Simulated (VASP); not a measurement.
The system is SiCl.

```xyz
2
Lattice="3.1542 0.0000 0.0000 0.0000 3.1542 0.0000 0.0000 0.0000 3.7829" Properties=species:S:1:pos:R:3 pbc="T T T"
Si    1.5771    1.5771    1.8914
Cl    0.0000    0.0000    0.0000
```

The cell was built from a structure type or drawn by symmetry, and may not be a known phase.

| Property | Result |
| --- | --- |
| Program | VASP 6.6.1 |
| Task | relaxation of cell and atoms |
| Functional | PBE |
| Potentials or basis | VASP PAW PBE potentials, release 64 (Si, Cl) |
| Cutoff | 600 eV |
| k mesh | 18 × 18 × 14 |
| Occupations | gaussian, width 0.1 eV |
| Spin | no spin polarisation |

At the start: pressure 1.6 GPa; volume 18.82 Å³/atom.

Q: Where does the relaxation end?

A: Over 11 steps the energy falls by 23.9 meV/atom and the volume is 19.50 Å³/atom (+3.6 %); space group P4/mmm (No. 123, to 0.1 Å) before and after.

The path:
```
step  energy change (eV)  largest force (eV/Å)  pressure (GPa)  volume (Å³)
   1              0.0000                0.0000            1.63        37.64
   2             -0.0147                0.0000            0.30        38.69
   3             -0.0200                0.0000           -1.64        40.54
   4             -0.0209                0.0000           -1.17        40.05
   5             -0.0341                0.0000           -1.06        39.96
   6             -0.0447                0.0000           -0.89        39.80
   7             -0.0255                0.0000           -0.47        39.34
   8             -0.0458                0.0000           -0.84        39.74
   9             -0.0460                0.0000           -0.82        39.71
  10             -0.0478                0.0000            0.16        38.86
  11             -0.0479                0.0000           -0.01        39.00
```

Final structure:
```cif
data_structure
_symmetry_space_group_name_H-M 'P 1'
_symmetry_Int_Tables_number 1
_cell_length_a 3.0615
_cell_length_b 3.0615
_cell_length_c 4.1613
_cell_angle_alpha 90.000
_cell_angle_beta 90.000
_cell_angle_gamma 90.000
_cell_volume 39.00
loop_
_atom_site_label
_atom_site_type_symbol
_atom_site_fract_x
_atom_site_fract_y
_atom_site_fract_z
_atom_site_occupancy
Si1 Si 0.50000 0.50000 0.50000 1
Cl1 Cl 0.00000 0.00000 0.00000 1
```

Caveat: an odd number of electrons without spin polarisation forces a metal; a magnetic or distorted state may lie lower.
